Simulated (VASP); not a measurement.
# MgSc2C2 (Immm) in VASP: notebook

MgSc2C2 is run at these levels: PBE; tasks: single point, relaxation of cell and atoms.

All numbers are computed with VASP 6.6.1; they aren't measurements. Logs are shortened: lines on timing, memory, paths and dates and some standing lists are left out, and cuts for length are marked.

## (1) The cell of the first run

The structure is orthorhombic, space group Immm (No. 71). The conventional cell has a = 3.326 Å, b = 4.888 Å, c = 8.244 Å, α = 90.00°, β = 90.00°, γ = 90.00°. Within 3.1 Å of Mg (site symmetry mmm) lie 4 C at 2.38 Å and 8 Sc at 2.91 to 3.04 Å. Within 3.2 Å of Sc (site symmetry mm2) lie 6 C at 2.40 to 3.07 Å and 4 Mg at 2.91 to 3.04 Å and 5 Sc at 3.11 to 3.14 Å. Within 2.0 Å of C (site symmetry m2m) lie 1 C at 1.48 Å.

## (2) Single point, PBE

INCAR

```
SYSTEM = MgSc2C2
ALGO = Normal
EDIFF = 1E-6
ENCUT = 520
GGA = PE
ISIF = 2
ISMEAR = 0
LASPH = .True.
LCHARG = .True.
LELF = .True.
LREAL = .False.
LVHAR = .True.
LWAVE = .False.
NBANDS = 24
NELM = 60
PREC = Accurate
SIGMA = 0.1
```

KPOINTS

```
k-points
0
Gamma
  6 6 6
  0 0 0
```

POSCAR

```
MgSc2C2
1.0
   -1.6627538063      2.4439123366      4.1219149043
    1.6627538063     -2.4439123366      4.1219149043
    1.6627538063      2.4439123366     -4.1219149043
Mg Sc C
1 2 2
Direct
    0.0000000000      0.0000000000      0.0000000000
    0.3094068109      0.8094068109      0.5000000000
    0.6905931891      0.1905931891      0.5000000000
    0.6511886852      0.5000000000      0.1511886852
    0.3488113148      0.5000000000      0.8488113148
```

Potentials or basis: VASP PAW PBE potentials, release 64 (Mg, Sc_sv, C).

Run with:

```bash
$ cat potpaw_PBE.64/Mg/POTCAR potpaw_PBE.64/Sc_sv/POTCAR potpaw_PBE.64/C/POTCAR > POTCAR
$ mpirun -np 1 vasp_std > vasp.out
```

OUTCAR:

```text
SYSTEM = MgSc2C2
   EDIFF = 1E-6
   ENCUT = 520
   GGA = PE
   ISIF = 2
   ISMEAR = 0
   LASPH = .True.
   LREAL = .False.
   NELM = 60
   PREC = Accurate

 ion  position               nearest neighbor table
   1  0.000  0.000  0.000-   5 2.38   4 2.38   5 2.38   4 2.38   3 2.91   2 2.91   3 2.91   2 2.91
                             2 3.04   3 3.04   2 3.04   3 3.04
   2  0.309  0.809  0.500-   5 2.40   5 2.40   4 2.40   4 2.40   1 2.91   1 2.91   1 3.04   1 3.04
                             3 3.11   3 3.11   3 3.11   3 3.11   3 3.14
   3  0.691  0.191  0.500-   4 2.40   4 2.40   5 2.40   5 2.40   1 2.91   1 2.91   1 3.04   1 3.04
                             2 3.11   2 3.11   2 3.11   2 3.11   2 3.14
   4  0.651  0.500  0.151-   5 1.48   1 2.38   1 2.38   3 2.40   3 2.40   2 2.40   2 2.40
   5  0.349  0.500  0.849-   4 1.48   1 2.38   1 2.38   2 2.40   2 2.40   3 2.40   3 2.40

  LATTYP: Found a body centered orthorhombic cell.
 ALAT       =     3.3255076126
 B/A-ratio  =     1.4697980707
 C/A-ratio  =     2.4789688580

  Lattice vectors:

 A1 = (  -1.6627538063,   2.4439123366,   4.1219149043)
 A2 = (   1.6627538063,  -2.4439123366,   4.1219149043)
 A3 = (   1.6627538063,   2.4439123366,  -4.1219149043)

Analysis of symmetry for initial positions (statically):
=====================================================================
 Subroutine PRICEL returns:
 Original cell was already a primitive cell.

 Routine SETGRP: Setting up the symmetry group for a
 body centered orthorhombic supercell.

 Subroutine GETGRP returns: Found  8 space group operations
 (whereof  8 operations were pure point group operations)
 out of a pool of  8 trial point group operations.

The static configuration has the point symmetry D_2h.

Analysis of symmetry for dynamics (positions and initial velocities):
=====================================================================
 Subroutine PRICEL returns:
 Original cell was already a primitive cell.

 Routine SETGRP: Setting up the symmetry group for a
 body centered orthorhombic supercell.

 Subroutine GETGRP returns: Found  8 space group operations
 (whereof  8 operations were pure point group operations)
 out of a pool of  8 trial point group operations.

The dynamic configuration has the point symmetry D_2h.

 Subroutine INISYM returns: Found  8 space group operations
 (whereof  8 operations are pure point group operations),
 and found     1 'primitive' translations

----------------------------------------------------------------------------------------

                                     Primitive cell

  volume of cell :      66.9997

  direct lattice vectors                    reciprocal lattice vectors
    -1.662753806  2.443912337  4.121914904     0.000000000  0.204589990  0.121302844
     1.662753806 -2.443912337  4.121914904     0.300705972  0.000000000  0.121302844
     1.662753806  2.443912337 -4.121914904     0.300705972  0.204589990  0.000000000

  length of vectors
     5.072242128  5.072242128  5.072242128     0.237847522  0.324250616  0.363704751

  position of ions in fractional coordinates (direct lattice)
     0.000000000  0.000000000  0.000000000
     0.309406811  0.809406811  0.500000000
     0.690593189  0.190593189  0.500000000
     0.651188685  0.500000000  0.151188685
     0.348811315  0.500000000  0.848811315

  ion indices of the primitive-cell ions
   primitive index   ion index
                 1           1
                 2           2
                 3           3
                 4           4
                 5           5

----------------------------------------------------------------------------------------

 KPOINTS: k-points

Automatic generation of k-mesh.
 Grid dimensions read from file:
 generate k-points for:    6    6    6

 Generating k-lattice:

  Cartesian coordinates                     Fractional coordinates (reciprocal lattice)
     0.000000000  0.034098332  0.020217141     0.166666667 -0.000000000  0.000000000
     0.050117662  0.000000000  0.020217141    -0.000000000  0.166666667  0.000000000
     0.050117662  0.034098332  0.000000000    -0.000000000  0.000000000  0.166666667

  Length of vectors
     0.039641254  0.054041769  0.060617458

  Shift w.r.t. Gamma in fractional coordinates (k-lattice)
     0.000000000  0.000000000  0.000000000

 Subroutine IBZKPT returns following result:
 ===========================================

 Found     46 irreducible k-points:

 Following reciprocal coordinates:
            Coordinates               Weight
  0.000000  0.000000  0.000000      1.000000
  0.166667  0.000000  0.000000      4.000000
  0.333333  0.000000  0.000000      4.000000
  0.500000  0.000000  0.000000      2.000000
  0.000000  0.166667 -0.000000      4.000000
  0.166667  0.166667 -0.000000      8.000000
[... 16 lines left out ...]
 -0.166667  0.166667  0.166667      2.000000
  0.166667  0.333333  0.166667      4.000000
 [... further k-points ...]
   k-points           NKPTS =     46   k-points in BZ     NKDIM =     46   number of bands    NBANDS=     24
   number of dos      NEDOS =    301   number of ions     NIONS =      5
   total plane-waves  NPLWV =  64000
   dimension x,y,z NGX =    40 NGY =   40 NGZ =   40
   dimension x,y,z NGXF=    80 NGYF=   80 NGZF=   80
   ions per type =               1   2   2
   NGX,Y,Z   is equivalent  to a cutoff of  13.11, 13.11, 13.11 a.u.
   NGXF,Y,Z  is equivalent  to a cutoff of  26.22, 26.22, 26.22 a.u.
 SYSTEM =  MgSc2C2
   PREC   = accura    normal or accurate (medium, high low for compatibility)
   ISTART =      0    job   : 0-new  1-cont  2-samecut
   ICHARG =      2    charge: 1-file 2-atom 10-const
   ISPIN  =      1    spin polarized calculation?
   LNONCOLLINEAR =      F non collinear calculations
   LSORBIT =      F    spin-orbit coupling
   LASPH  =      T    aspherical Exc in radial PAW
   ENCUT  =  520.0 eV  38.22 Ry    6.18 a.u.   9.43  9.43  9.43*2*pi/ulx,y,z
   NELM   =     60;   NELMIN=  2; NELMDL= -5     # of ELM steps
   EDIFF  = 0.1E-05   stopping-criterion for ELM
   LREAL  =      F    real-space projection
   EDIFFG = 0.1E-04   stopping-criterion for IOM
   NSW    =      0    number of steps for IOM
   IBRION =     -1    ionic relax: 0-MD 1-quasi-New 2-CG
   NFREE  =      0    steps in history (QN), initial steepest desc. (CG)
   ISIF   =      2    stress and relaxation
   ISYM   =      2    0-nonsym 1-usesym 2-fastsym
   POTIM  = 0.5000    time-step for ionic-motion
   TEBEG  =    0.0;   TEEND  =   0.0 temperature during run
   PSTRESS=    0.0 pullay stress
   NELECT =      32.0000    total number of electrons
   NUPDOWN=      -1.0000    fix difference up-down
   EMIN   =  10.00;   EMAX   =-10.00  energy-range for DOS
   EFERMI =   0.00;   METHOD = LEGACY
   ISMEAR =     0;   SIGMA  =   0.10  broadening in eV -4-tet -1-fermi 0-gaus
   EFERMI_NEDOS =   21; number of points for ismear=-14 and -15
   IALGO  =     38    algorithm
   IMIX   =      4    mixing-type and parameters
     AMIX     =   0.40;   BMIX     =  1.00
     AMIX_MAG =   1.60;   BMIX_MAG =  1.00
  volume/ion in A,a.u.               =      13.40        90.43
  Fermi-wavevector in a.u.,A,eV,Ry     =   1.279678  2.418240 22.280563  1.637575
  Thomas-Fermi vector in A             =   2.412149
   LORBIT       =      0    0 simple, 1 ext, 2 COOP (PROOUT), +10 PAW based schemes
   GGA     = PE    functional components
   LHFCALC =     F    Hartree Fock is set to
   AEXX    =    0.0000 exact exchange contribution
   IVDW    =     0    specifies the selected vdW correction
   LEPSILON=     F    determine dielectric tensor
   LRPA    =     F    only Hartree local field effects (RPA)
 non-spin polarized calculation
 Gauss-broadening in eV      SIGMA  =   0.10
  energy-cutoff  :      520.00
  volume of cell :       67.00
 maximum number of plane-waves:      1819
 NGX is ok and might be reduce to    40
   NGX = 19   NGY = 19   NGZ = 19

 number of electron      32.0000000 magnetization

 Free energy of the ion-electron system (eV)
  ---------------------------------------------------
  ext. energy  EPLUGINS =         0.00000000
  ---------------------------------------------------
  free energy    TOTEN  =       -32.73114880 eV

  energy without entropy =      -32.71657545  energy(sigma->0) =      -32.72386212

 E-fermi :   5.4753     XC(G=0): -10.9925

 val. band max:        5.4371773440   @ k =   0.3333  -0.3333   0.1667
 cond. band min:       5.4757131089   @ k =  -0.3333   0.3333  -0.0000
 fundamental gap:      0.0385357649
 Fermi energy:         5.4753175116

 k-point     1 :       0.0000    0.0000    0.0000
  band No.  band energies     occupation
      1     -43.4810      2.00000
      2     -43.3894      2.00000
      3     -22.3184      2.00000
      4     -22.3153      2.00000
      5     -22.1211      2.00000
      6     -22.0218      2.00000
[... 16 lines left out ...]
     23       8.9198      0.00000
     24       9.7687      0.00000

 k-point     2 :       0.1667    0.0000    0.0000
  band No.  band energies     occupation
      1     -43.4752      2.00000
      2     -43.3953      2.00000
      3     -22.3283      2.00000
      4     -22.3012      2.00000
      5     -22.1104      2.00000
      6     -22.0151      2.00000
[... 16 lines left out ...]
     23       8.9721      0.00000
     24       9.3977      0.00000

 k-point     3 :       0.3333    0.0000    0.0000
  band No.  band energies     occupation
      1     -43.4596      2.00000
      2     -43.4109      2.00000
      3     -22.3498      2.00000
      4     -22.2607      2.00000
      5     -22.0950      2.00000
      6     -22.0160      2.00000
[... 16 lines left out ...]
     23       8.9371      0.00000
     24       8.9688      0.00000
[... 514 lines left out ...]
 k-point    23 :      -0.1667    0.1667    0.1667
  band No.  band energies     occupation
      1     -43.4492      2.00000
      2     -43.3943      2.00000
      3     -22.2921      2.00000
      4     -22.2065      2.00000
      5     -22.1865      2.00000
      6     -22.1176      2.00000
[... 16 lines left out ...]
     23      10.1128      0.00000
     24      10.2505      0.00000

 k-point    24 :       0.1667    0.3333    0.1667
  band No.  band energies     occupation
      1     -43.4262      2.00000
      2     -43.4081      2.00000
      3     -22.3139      2.00000
      4     -22.3034      2.00000
      5     -22.2566      2.00000
      6     -22.0919      2.00000
[... 16 lines left out ...]
     23       9.6006      0.00000
     24      10.7016      0.00000

 [... further k-points ...]
[... 5 lines left out ...]
  --------------------------------------------------------------------------------------
  -------------------------------------------------------------------------------------
  Total        0.0460601      0.1254431      0.2568113     -0.0000000      0.0000000      0.0000000
  in kB        1.1014448      2.9997486      6.1411846     -0.0000000      0.0000000      0.0000000
  external PRESSURE =       3.4141260 kB  Pullay stress =       0.0000000 kB

 VOLUME and BASIS-vectors are now :
 -----------------------------------------------------------------------------
  energy-cutoff  :      520.00
  volume of cell :       67.00
      direct lattice vectors                 reciprocal lattice vectors
    -1.662753806  2.443912337  4.121914904     0.000000000  0.204589990  0.121302844
     1.662753806 -2.443912337  4.121914904     0.300705972  0.000000000  0.121302844
     1.662753806  2.443912337 -4.121914904     0.300705972  0.204589990  0.000000000

 POSITION                                       TOTAL-FORCE (eV/Angst)
 -----------------------------------------------------------------------------------
      0.00000      0.00000      0.00000        -0.000000      0.000000     -0.000000
      1.66275     -0.00000      2.55070        -0.000000     -0.000000     -0.067770
      0.00000      2.44391      1.57122         0.000000      0.000000      0.067770
     -0.00000      0.73898      4.12191         0.000000      0.102164     -0.000000
      1.66275      1.70493      0.00000        -0.000000     -0.102164     -0.000000
 -----------------------------------------------------------------------------------
    total drift:                                0.000000      0.000000     -0.000000

  FREE ENERGIE OF THE ION-ELECTRON SYSTEM (eV)
  ---------------------------------------------------
  free  energy   TOTEN  =       -32.7311487952 eV

  energy  without entropy=      -32.7165754536  energy(sigma->0) =      -32.72386212
```

Wall time 2.1 min (1 thread of AMD EPYC 7R13 (Zen 3), shared host); peak memory 0.24 GiB.

What came out:

| Property | Result |
| --- | --- |
| Free energy | -32.7311 eV |
| Pressure | 0.3 GPa |
| Largest force | 0.102 eV/Å |
| Band gap on the k mesh | zero (band 16 reaches 6.25 eV, above the bottom of band 17 at 4.45 eV) |

Forces in eV/Å, atoms in the order of the input:
```
Mg   0.000  0.000  0.000
Sc   0.000  0.000 -0.068
Sc   0.000  0.000  0.068
C    0.000  0.102  0.000
C    0.000 -0.102  0.000
```

Caveat: the k points lie up to 0.38 Å⁻¹ apart.

## (3) Single point, PBE

This run uses another cell than the first one, of 16.07 Å³/atom, 1.199 times its volume.

INCAR

```
PREC = Accurate
ENCUT = 520
EDIFF = 1E-6
ISMEAR = 0
SIGMA = 0.1
LREAL = F
LASPH = T
NELM = 60
ALGO = Normal
ISIF = 2
LWAVE = F
LCHARG = F
GGA = PE
NBANDS = 24
```

KPOINTS

```
Automatic mesh
0
Gamma
  6 6 6
```

POSCAR

```
MgSc2C2
1.0
   -2.0155354400      2.5582354300      3.8953533800
    2.0155354400     -2.5582354300      3.8953533800
    2.0155354400      2.5582354300     -3.8953533800
Mg Sc C
1 2 2
Direct
    0.0000000000      0.0000000000      0.0000000000
    0.2982834600      0.7982834600      0.5000000000
    0.7017165400      0.2017165400      0.5000000000
    0.7327898200      0.5000000000      0.2327898200
    0.2672101800      0.5000000000      0.7672101800
```

Potentials or basis: VASP PAW PBE potentials, release 64 (Mg, Sc_sv, C).

Run with:

```bash
$ cat potpaw_PBE.64/Mg/POTCAR potpaw_PBE.64/Sc_sv/POTCAR potpaw_PBE.64/C/POTCAR > POTCAR
$ mpirun -np 1 vasp_std > vasp.out
```

Run time: 2.5 min. Hardware: 1 thread of AMD EPYC 7R13 (Zen 3), shared host; peak memory 0.26 GiB.

The run converged. Its results:

* Free energy: -29.8705 eV
* Pressure: -17.5 GPa
* Largest force: 0.906 eV/Å
* Band gap on the k mesh: zero (band 16 reaches 4.60 eV, above the bottom of band 17 at 3.58 eV)

Forces on the atoms (eV/Å):
```
Mg   0.000  0.000  0.000
Sc   0.000  0.000 -0.176
Sc   0.000  0.000  0.176
C    0.000 -0.906  0.000
C    0.000  0.906  0.000
```

Stress tensor (GPa, compression positive):
```
-29.64   0.00   0.00
  0.00  -6.19   0.00
  0.00   0.00 -16.59
```

Levels at points of the mesh, in eV from the Fermi level:
| k point | band 12 | band 13 | band 14 | band 15 | band 16 | band 17 | band 18 | band 19 | band 20 | band 21 |
| --- | --- | --- | --- | --- | --- | --- | --- | --- | --- | --- |
| (0.00, 0.00, 0.00) | -2.63 | -2.16 | -1.24 | -1.22 | -1.05 | -0.55 | 1.11 | 1.86 | 2.34 | 2.80 |
| (0.50, 0.00, 0.00) | -2.27 | -1.71 | -1.65 | -0.92 | -0.02 | 0.22 | 0.31 | 1.26 | 1.89 | 2.03 |
| (0.00, 0.50, 0.00) | -3.44 | -2.21 | -2.11 | -1.35 | -0.98 | -0.07 | 1.62 | 2.22 | 2.47 | 2.71 |
| (0.50, 0.50, 0.00) | -3.42 | -2.13 | -2.02 | -0.60 | -0.26 | 0.30 | 1.32 | 1.46 | 1.77 | 2.23 |
| (0.50, 0.50, 0.50) | -4.35 | -2.04 | -0.93 | -0.89 | -0.04 | 0.81 | 1.21 | 1.60 | 1.79 | 1.97 |

[end of part 1 of 3]
